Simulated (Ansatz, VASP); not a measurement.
## FeRuC4N4: VASP beside Ansatz

```
Fe Ru C N
1.0
     5.76590    0.00000    0.00000
     0.00000    5.76590    0.00000
     0.00000    0.00000    5.76590
Fe Ru C N
1 1 4 4
Direct
  0.00000 0.00000 0.00000
  0.50000 0.50000 0.50000
  0.18869 0.18869 0.18869
  0.18869 0.81131 0.81131
  0.81131 0.18869 0.81131
  0.81131 0.81131 0.18869
  0.30803 0.30803 0.30803
  0.30803 0.69197 0.69197
  0.69197 0.30803 0.69197
  0.69197 0.69197 0.30803
```

Alike in both runs: functional PBE; k mesh 4 × 4 × 4; occupations gaussian, width 0.1 eV; collinear spin.

Ansatz relaxed the structure, and its values are those at the end. VASP's run is a single point on that final structure, the one shown.

|  | VASP | Ansatz |
| --- | --- | --- |
| version | VASP 6.6.1 | Ansatz 0.2.0 |
| potentials or method | VASP PAW PBE potentials, release 64 (Fe, Ru_pv, C, N), cutoff 520 eV | scalar-relativistic, plane waves, PAW |
| valence electrons in the cell | 58 | 68 |

```csv
,VASP,Ansatz,Ansatz less VASP
gap on the k mesh at the Fermi level (eV),none,none,-
pressure (GPa),0.2,-0.1,-0.32
rms of the force components (eV/Å),0.110,0.006,-0.1039
net moment per atom (μB),0.20,0.20,0.000
size of the moment on the site where the two differ most (μB),2.44,2.14,-0.309
```

Site moments also hang on the region over which each program counts them. A gap of «none» marks a metal or a gap that the smearing closes. The functional is the same, so the differences come from potentials, cutoffs and numerics. VASP's potentials hold 58 valence electrons a cell and Ansatz's 68, so a difference there can come from the potentials and not from the codes. Ansatz's warnings: seeded moment not kept.

Noted on VASP's run: the standard files for N, O and F lose accuracy on very short bonds.
